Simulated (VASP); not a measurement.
# PbS (Pm-3m) in VASP: a series of runs

Aim: see how the results for PbS move with the level of theory and the settings. Levels: PBE, LDA, r2SCAN, PBEsol. Tasks: single point, relaxation of cell and atoms.

All numbers are computed with VASP 6.6.1; they aren't measurements. Logs are shortened: lines on timing, memory, paths and dates and some standing lists are left out, and cuts for length are marked.

### 1 The cell of the first run

The structure is cubic, space group Pm-3m (No. 221). Conventional cell: a = 3.635 Å, b = 3.635 Å, c = 3.635 Å, α = 90.00°, β = 90.00°, γ = 90.00°. Within 4.1 Å of Pb (site symmetry m-3m) lie 8 S at 3.15 Å and 6 Pb at 3.64 Å. S (site symmetry m-3m) has 8 Pb at 3.15 Å and 6 S at 3.64 Å within 4.1 Å.

### 2 Single point, PBE

INCAR

```
SYSTEM = PbS
  PREC = Accurate
  ENCUT = 520
  EDIFF = 1E-6
  ISMEAR = -1
  SIGMA = 0.02
  LREAL = .False.
  LASPH = .True.
  NELM = 80
  ALGO = Normal
  ISIF = 2
  LWAVE = .False.
  LCHARG = .False.
  GGA = PE
  NBANDS = 17
```

KPOINTS

```
Automatic mesh
0
Gamma
  8 8 8
  0 0 0
```

POSCAR

```
PbS
1.0
    3.6351319672      0.0000000000      0.0000000000
    0.0000000000      3.6351319672      0.0000000000
    0.0000000000      0.0000000000      3.6351319672
Pb S
1 1
Direct
    0.0000000000      0.0000000000      0.0000000000
    0.5000000000      0.5000000000      0.5000000000
```

Potentials or basis: VASP PAW PBE potentials, release 64 (Pb_d, S).

The run is started by

```console
$ cat potpaw_PBE.64/Pb_d/POTCAR potpaw_PBE.64/S/POTCAR > POTCAR
$ mpirun -np 1 vasp_std > vasp.out
```

OUTCAR:

```text
SYSTEM = PbS
   PREC = Accurate
   ENCUT = 520
   EDIFF = 1E-6
   ISMEAR = -1
   LREAL = .False.
   LASPH = .True.
   NELM = 80
   ISIF = 2
   GGA = PE

 ion  position               nearest neighbor table
   1  0.000  0.000  0.000-   2 3.15   2 3.15   2 3.15   2 3.15   2 3.15   2 3.15   2 3.15   2 3.15

   2  0.500  0.500  0.500-   1 3.15   1 3.15   1 3.15   1 3.15   1 3.15   1 3.15   1 3.15   1 3.15

  LATTYP: Found a simple cubic cell.
 ALAT       =     3.6351319672

  Lattice vectors:

 A1 = (   3.6351319672,   0.0000000000,   0.0000000000)
 A2 = (   0.0000000000,   3.6351319672,   0.0000000000)
 A3 = (   0.0000000000,   0.0000000000,   3.6351319672)

Analysis of symmetry for initial positions (statically):
=====================================================================
 Subroutine PRICEL returns:
 Original cell was already a primitive cell.

 Routine SETGRP: Setting up the symmetry group for a
 simple cubic supercell.

 Subroutine GETGRP returns: Found 48 space group operations
 (whereof 48 operations were pure point group operations)
 out of a pool of 48 trial point group operations.

The static configuration has the point symmetry O_h .

Analysis of symmetry for dynamics (positions and initial velocities):
=====================================================================
 Subroutine PRICEL returns:
 Original cell was already a primitive cell.

 Routine SETGRP: Setting up the symmetry group for a
 simple cubic supercell.

 Subroutine GETGRP returns: Found 48 space group operations
 (whereof 48 operations were pure point group operations)
 out of a pool of 48 trial point group operations.

The dynamic configuration has the point symmetry O_h .

 Subroutine INISYM returns: Found 48 space group operations
 (whereof 48 operations are pure point group operations),
 and found     1 'primitive' translations

----------------------------------------------------------------------------------------

                                     Primitive cell

  volume of cell :      48.0353

  direct lattice vectors                    reciprocal lattice vectors
     3.635131967  0.000000000  0.000000000     0.275093177  0.000000000  0.000000000
     0.000000000  3.635131967  0.000000000     0.000000000  0.275093177  0.000000000
     0.000000000  0.000000000  3.635131967     0.000000000  0.000000000  0.275093177

  length of vectors
     3.635131967  3.635131967  3.635131967     0.275093177  0.275093177  0.275093177
[... 79 lines left out ...]
   ENCUT  =  520.0 eV  38.22 Ry    6.18 a.u.   6.76  6.76  6.76*2*pi/ulx,y,z
   NELM   =     80;   NELMIN=  2; NELMDL= -5     # of ELM steps
   EDIFF  = 0.1E-05   stopping-criterion for ELM
   LREAL  =      F    real-space projection
   EDIFFG = 0.1E-04   stopping-criterion for IOM
   NSW    =      0    number of steps for IOM
   IBRION =     -1    ionic relax: 0-MD 1-quasi-New 2-CG
   NFREE  =      0    steps in history (QN), initial steepest desc. (CG)
   ISIF   =      2    stress and relaxation
   ISYM   =      2    0-nonsym 1-usesym 2-fastsym
   POTIM  = 0.5000    time-step for ionic-motion
   TEBEG  =    0.0;   TEEND  =   0.0 temperature during run
   PSTRESS=    0.0 pullay stress
   NELECT =      20.0000    total number of electrons
   NUPDOWN=      -1.0000    fix difference up-down
   EMIN   =  10.00;   EMAX   =-10.00  energy-range for DOS
   EFERMI =   0.00;   METHOD = LEGACY
   ISMEAR =    -1;   SIGMA  =   0.02  broadening in eV -4-tet -1-fermi 0-gaus
   EFERMI_NEDOS =   21; number of points for ismear=-14 and -15
   IALGO  =     38    algorithm
   IMIX   =      4    mixing-type and parameters
     AMIX     =   0.40;   BMIX     =  1.00
     AMIX_MAG =   1.60;   BMIX_MAG =  1.00
  volume/ion in A,a.u.               =      24.02       162.08
  Fermi-wavevector in a.u.,A,eV,Ry     =   1.222451  2.310097 20.332348  1.494385
  Thomas-Fermi vector in A             =   2.357597
   LORBIT       =      0    0 simple, 1 ext, 2 COOP (PROOUT), +10 PAW based schemes
   GGA     = PE    functional components
   LHFCALC =     F    Hartree Fock is set to
   AEXX    =    0.0000 exact exchange contribution
   IVDW    =     0    specifies the selected vdW correction
   LEPSILON=     F    determine dielectric tensor
   LRPA    =     F    only Hartree local field effects (RPA)
 non-spin polarized calculation
  energy-cutoff  :      520.00
  volume of cell :       48.04
 maximum number of plane-waves:      1328
 NGX is ok and might be reduce to    28
   NGX = 13   NGY = 13   NGZ = 13

 number of electron      19.9999994 magnetization

 Free energy of the ion-electron system (eV)
  ---------------------------------------------------
  ext. energy  EPLUGINS =         0.00000000
  ---------------------------------------------------
  free energy    TOTEN  =        -8.25491290 eV

  energy without entropy =       -8.25299806  energy(sigma->0) =       -8.25395548

 E-fermi :   6.2364     XC(G=0): -10.2456

 val. band max:        6.2347645420   @ k =   0.2500   0.1250   0.1250
 cond. band min:       6.5061306937   @ k =   0.5000   0.5000   0.3750
 fundamental gap:      0.2713661517
 Fermi energy:         6.2363683770

 k-point     1 :       0.0000    0.0000    0.0000
  band No.  band energies     occupation
      1     -10.6134      2.00000
      2     -10.6134      2.00000
      3     -10.3931      2.00000
      4     -10.3931      2.00000
      5     -10.3931      2.00000
      6      -6.9604      2.00000
[... 457 lines left out ...]
      4     -10.4464      2.00000
      5     -10.3611      2.00000
      6      -4.9355      2.00000
[... 9 lines left out ...]
     16      16.6752      0.00000
     17      18.7497      0.00000

 [... further k-points ...]

------------------------ aborting loop because EDIFF is reached ----------------------------------------

  FORCE on cell =-STRESS in cart. coord.  units (eV):
  Direction    XX          YY          ZZ          XY          YZ          ZX
  --------------------------------------------------------------------------------------
  -------------------------------------------------------------------------------------
  Total        0.1890615      0.1890615      0.1890615      0.0000000      0.0000000      0.0000000
  in kB        6.3059881      6.3059881      6.3059881      0.0000000      0.0000000      0.0000000
  external PRESSURE =       6.3059881 kB  Pullay stress =       0.0000000 kB

 VOLUME and BASIS-vectors are now :
 -----------------------------------------------------------------------------
  energy-cutoff  :      520.00
  volume of cell :       48.04
      direct lattice vectors                 reciprocal lattice vectors
     3.635131967  0.000000000  0.000000000     0.275093177  0.000000000  0.000000000
     0.000000000  3.635131967  0.000000000     0.000000000  0.275093177  0.000000000
     0.000000000  0.000000000  3.635131967     0.000000000  0.000000000  0.275093177

 POSITION                                       TOTAL-FORCE (eV/Angst)
 -----------------------------------------------------------------------------------
      0.00000      0.00000      0.00000         0.000000      0.000000      0.000000
      1.81757      1.81757      1.81757         0.000000      0.000000      0.000000
 -----------------------------------------------------------------------------------
    total drift:                               -0.000000      0.000000      0.000000

  FREE ENERGIE OF THE ION-ELECTRON SYSTEM (eV)
  ---------------------------------------------------
  free  energy   TOTEN  =        -8.2549129047 eV

  energy  without entropy=       -8.2529980597  energy(sigma->0) =       -8.25395548
```

OSZICAR:

```text
N       E                     dE             d eps       ncg     rms          rms(c)
DAV:   1     0.157913602749E+03    0.15791E+03   -0.97749E+03  1190   0.126E+03
DAV:   2     0.274000436316E+01   -0.15517E+03   -0.15007E+03  1263   0.316E+02
DAV:   3    -0.865169172224E+01   -0.11392E+02   -0.11172E+02  1591   0.898E+01
DAV:   4    -0.890623770245E+01   -0.25455E+00   -0.25423E+00  1522   0.145E+01
DAV:   5    -0.891482019504E+01   -0.85825E-02   -0.85818E-02  1669   0.258E+00    0.441E+00
DAV:   6    -0.826334156583E+01    0.65148E+00   -0.16905E+00  1865   0.919E+00    0.317E+00
DAV:   7    -0.825910696302E+01    0.42346E-02   -0.15563E-01  1406   0.199E+00    0.188E+00
DAV:   8    -0.826322481860E+01   -0.41179E-02   -0.61992E-02  1550   0.186E+00    0.463E-01
DAV:   9    -0.825579285491E+01    0.74320E-02   -0.44838E-02  1787   0.129E+00    0.215E-01
DAV:  10    -0.825509010053E+01    0.70275E-03   -0.68227E-03  1753   0.499E-01    0.920E-02
DAV:  11    -0.825490729849E+01    0.18280E-03   -0.84536E-04  1593   0.192E-01    0.306E-02
DAV:  12    -0.825491233474E+01   -0.50363E-05   -0.63983E-05  1359   0.501E-02    0.733E-03
DAV:  13    -0.825491290474E+01   -0.56999E-06   -0.19396E-06  1152   0.146E-02
   1 F= -.82549129E+01 E0= -.82539555E+01  d E =-.191484E-02
```

stdout:

```text
POSCAR found type information on POSCAR PbS
 POSCAR found :  2 types and       2 ions
 scaLAPACK will be used
 LDA part: xc-table for (Slater+PW92), standard interpolation
 POSCAR, INCAR and KPOINTS ok, starting setup
 FFT: planning ... GRIDC
 FFT: planning ... GRID_SOFT
 FFT: planning ... GRID
 WAVECAR not read
 entering main loop
```

Run time: 18 s. Hardware: 1 thread of AMD EPYC 7R13 (Zen 3), shared host; peak memory 0.14 GiB.

Results:

- Free energy: -8.2549 eV
- Pressure: 0.6 GPa
- Band gap on the k mesh: zero (band 10 reaches 6.23 eV, above the bottom of band 11 at 5.79 eV)

Levels at points of the mesh, in eV from the Fermi level:
```tsv
k point	band 6	band 7	band 8	band 9	band 10	band 11	band 12	band 13	band 14	band 15
(0.00, 0.00, 0.00)	-13.20	-6.64	-1.59	-1.59	-1.59	5.52	5.52	6.68	6.68	6.68
(0.50, 0.00, 0.00)	-11.87	-9.01	-0.46	-0.46	-0.05	0.39	4.02	4.02	6.72	9.37
(0.50, 0.50, 0.00)	-11.08	-7.20	-4.48	-4.48	-0.26	4.30	4.30	6.07	7.27	9.56
(0.50, 0.50, 0.50)	-10.85	-5.86	-2.39	-2.39	-2.39	-0.45	-0.45	-0.45	13.90	13.90
```

Caveat: spin-orbit coupling is left out, which moves the levels of the heavy elements.

### 3 Single point, LDA

INCAR

```
PREC = Accurate
ENCUT = 520
EDIFF = 1E-7
ISMEAR = -1
SIGMA = 0.02
LREAL = False
LASPH = True
NELM = 80
ALGO = Normal
ISIF = 2
LWAVE = False
LCHARG = True
LELF = True
LVHAR = True
NBANDS = 17
```

KPOINTS

```
regular mesh
0
Gamma
  8 8 8
```

POSCAR is that of step 2.

Potentials or basis: VASP PAW LDA potentials, release 64 (Pb_d, S).

The run is started by

```console
$ cat potpaw_LDA.64/Pb_d/POTCAR potpaw_LDA.64/S/POTCAR > POTCAR
$ mpirun -np 1 vasp_std > vasp.out
```

Run time: 18 s. Hardware: 1 thread of AMD EPYC 7R13 (Zen 3), shared host; peak memory 0.13 GiB.

The run converged. Its results:

```
Free energy            : -9.5236 eV
Pressure               : -4.5 GPa
Band gap on the k mesh : zero (band 10 reaches 6.03 eV, above the bottom of band 11 at 5.44 eV)
```

Levels at points of the mesh, in eV from the Fermi level:
| k point | band 6 | band 7 | band 8 | band 9 | band 10 | band 11 | band 12 | band 13 | band 14 | band 15 |
| --- | --- | --- | --- | --- | --- | --- | --- | --- | --- | --- |
| (0.00, 0.00, 0.00) | -13.18 | -6.67 | -1.60 | -1.60 | -1.60 | 5.44 | 5.44 | 6.56 | 6.56 | 6.56 |
| (0.50, 0.00, 0.00) | -11.81 | -9.08 | -0.44 | -0.44 | -0.04 | 0.27 | 3.90 | 3.90 | 6.65 | 9.26 |
| (0.50, 0.50, 0.00) | -11.00 | -7.28 | -4.53 | -4.53 | -0.25 | 4.20 | 4.20 | 5.93 | 7.19 | 9.53 |
| (0.50, 0.50, 0.50) | -10.77 | -5.93 | -2.39 | -2.39 | -2.39 | -0.58 | -0.58 | -0.58 | 13.75 | 13.75 |

Caveat: spin-orbit coupling is left out, which moves the levels of the heavy elements.

### 4 Single point, r2SCAN

POSCAR is that of step 3.

INCAR.step1

```
SYSTEM = PbS
PREC = Accurate ; ENCUT = 520
ISMEAR = -1 ; SIGMA = 0.02
LREAL = .FALSE. ; LASPH = .TRUE.
NELM = 80 ; NBANDS = 17
GGA = PE ; ALGO = Normal
EDIFF = 1E-4 ; LWAVE = .TRUE.
LCHARG = .FALSE.
```

INCAR.step2

```
SYSTEM = PbS
PREC = Accurate ; ENCUT = 520
EDIFF = 1E-7 ; ISMEAR = -1
SIGMA = 0.02 ; LREAL = .FALSE.
LASPH = .TRUE. ; NELM = 80
ALGO = Normal ; ISIF = 2
LWAVE = .FALSE. ; LCHARG = .FALSE.
METAGGA = R2SCAN ; LMIXTAU = .TRUE.
NBANDS = 17 ; ISTART = 1
```

KPOINTS

```
regular mesh
0
G
  8 8 8
  0 0 0
```

Potentials or basis: VASP PAW PBE potentials, release 64 (Pb_d, S).

The run is started by

```console
$ cat potpaw_PBE.64/Pb_d/POTCAR potpaw_PBE.64/S/POTCAR > POTCAR
$ cp INCAR.step1 INCAR
$ mpirun -np 1 vasp_std > vasp.out
$ cp INCAR.step2 INCAR
$ mpirun -np 1 vasp_std > vasp.out
```

It took 1.8 min on 1 thread of AMD EPYC 7R13 (Zen 3), shared host; peak memory 0.15 GiB.

It converged, with:

```yaml
Free_energy: -65.0814 eV
Pressure: 0.1 GPa
Band_gap_on_the_k_mesh: zero (band 10 reaches 6.11 eV, above the bottom of band 11 at 5.86 eV)
```

Levels at points of the mesh, in eV from the Fermi level:
```csv
k point,band 7,band 8,band 9,band 10,band 11,band 12,band 13,band 14
"(0.00, 0.00, 0.00)",-6.80,-1.69,-1.69,-1.69,5.99,5.99,7.05,7.05
"(0.50, 0.00, 0.00)",-9.30,-0.53,-0.53,-0.07,0.70,4.24,4.24,7.23
"(0.50, 0.50, 0.00)",-7.44,-4.61,-4.61,-0.32,4.62,4.62,6.32,7.87
"(0.50, 0.50, 0.50)",-6.10,-2.51,-2.51,-2.51,-0.29,-0.29,-0.29,14.96
```

Caveat: the PAW data sets were made with another functional, which shifts forces and pressure a little; spin-orbit coupling is left out, which moves the levels of the heavy elements.

[end of part 1 of 2]
